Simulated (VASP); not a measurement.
Set up this calculation in VASP 6.6.1, as the native input.

| Property | Result |
| --- | --- |
| Task | single point |
| Functional | PBEsol |
| Potentials or basis | VASP PAW PBE potentials, release 64 (Cs_sv) |
| Cutoff | 520 eV |
| k mesh | 5 × 5 × 5 |
| Occupations | fermi-dirac, width 0.05 eV |
| Spin | no spin polarisation |
| Dipole correction | no |
| Further INCAR settings | ALGO = Normal; EDIFF = 1e-06; NBANDS = 10 |

The structure of Cs lies in POSCAR:

```
Cs
1.0
    0.0789667148      3.9483357400      3.9483357400
    3.9483357400      0.0789667148      3.9483357400
    4.0273024548      4.0273024548      0.0000000000
Cs
1
Direct
    0.0000000000      0.0000000000      0.0000000000
```

One way to write it, as run:

INCAR

```
  ALGO = Normal
  EDIFF = 1E-6
  ENCUT = 520
  GGA = PS
  ISIF = 2
  ISMEAR = -1
  LASPH = True
  LCHARG = True
  LELF = True
  LREAL = False
  LVHAR = True
  LWAVE = False
  NBANDS = 10
  NELM = 100
  PREC = Accurate
  SIGMA = 0.05
```

KPOINTS

```
k-points
0
Gamma
  5 5 5
```

Potentials or basis: VASP PAW PBE potentials, release 64 (Cs_sv).

The run is started by

```console
$ cat potpaw_PBE.64/Cs_sv/POTCAR > POTCAR
$ mpirun -np 1 vasp_std > vasp.out
```

Results of the run:

| Item | Value |
| --- | --- |
| Pressure | -0.2 GPa |

Caveat: the PAW data sets were made with another functional, which shifts forces and pressure a little.

It took 13 s on 1 thread of Intel(R) Xeon(R) 6975P-C (Granite Rapids), on a shared host, peak memory 0.25 GiB.
